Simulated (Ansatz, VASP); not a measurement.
Two plane-wave programs on InSe

The input INCAR:

```
  ALGO = Normal
  EDIFF = 1E-6
  ENCUT = 520
  GGA = PE
  ISIF = 2
  ISMEAR = -1
  LASPH = T
  LCHARG = F
  LREAL = F
  LWAVE = F
  NBANDS = 48
  NELM = 60
  PREC = Accurate
  SIGMA = 0.05
```

The input KPOINTS:

```
k-points
0
Gamma
  6 6 2
```

POSCAR

```
InSe
1.0
    4.0473293151      0.0000000000      0.0000000000
   -2.0236646576      3.5050900044      0.0000000000
    0.0000000000      0.0000000000     17.3299823136
In Se
4 4
Direct
    0.3333333333      0.6666666667      0.0773904900
    0.3333333333      0.6666666667      0.9226095100
    0.0000000000      0.0000000000      0.4226063200
    0.0000000000      0.0000000000      0.5773936800
    0.3333333333      0.6666666667      0.3529842800
    0.3333333333      0.6666666667      0.6470157200
    0.6666666667      0.3333333333      0.1469999300
    0.6666666667      0.3333333333      0.8530000700
```

The input input.yaml:

```yaml
crystal:
  lattice:
    - [4.0473293151, 0.0, 0.0]
    - [-2.0236646576, 3.5050900044, 0.0]
    - [0.0, 0.0, 17.3299823136]
  atoms:
    - { symbol: In, position: [0.3333333333, 0.6666666667, 0.07739049] }
    - { symbol: In, position: [0.3333333333, 0.6666666667, 0.92260951] }
    - { symbol: In, position: [0.0, 0.0, 0.42260632] }
    - { symbol: In, position: [0.0, 0.0, 0.57739368] }
    - { symbol: Se, position: [0.3333333333, 0.6666666667, 0.35298428] }
    - { symbol: Se, position: [0.3333333333, 0.6666666667, 0.64701572] }
    - { symbol: Se, position: [0.6666666667, 0.3333333333, 0.14699993] }
    - { symbol: Se, position: [0.6666666667, 0.3333333333, 0.85300007] }
hamiltonian:
  xc: pbe
  pseudopotentials: { kind: paw }
kpoints:
  mp_grid: { grid: [6, 6, 2] }
scf:
  occupations: { method: fermi_dirac, width: 0.05 }
output:
  forces: true
  stress: true
  eigenvalues: true
```

Alike in both runs: task single point; functional PBE; k mesh 6 × 6 × 2; occupations fermi-dirac, width 0.05 eV; no spin polarisation.

```csv
,VASP,Ansatz
version,VASP 6.6.1,Ansatz 0.2.0
potentials or method,"VASP PAW PBE potentials, release 64 (In_d, Se)",Ansatz PAW
plane-wave cutoff (eV),520,420
valence electrons in the cell,76,116
```

Ansatz gave:

* gap on the k mesh at the Fermi level (eV): 0.56
* least direct gap on the mesh (eV): 0.56
* pressure (GPa): 3.4
* traceless stress, the component that is largest in VASP (GPa): 1.66
* rms of the force components (eV/Å): 0.261

Problem. Estimate VASP's values.

Solution. gap on the k mesh at the Fermi level (eV): 0.55; least direct gap on the mesh (eV): 0.55; pressure (GPa): 3.5; traceless stress, the component that is largest in VASP (GPa): 1.65; rms of the force components (eV/Å): 0.264.

Atom by atom the forces differ by 0.009 eV/Å (rms over components). With one functional, cell and mesh, what is left measures potentials, basis and numerics. VASP's potentials hold 76 valence electrons a cell and Ansatz's 116, so a difference there can come from the potentials and not from the codes.
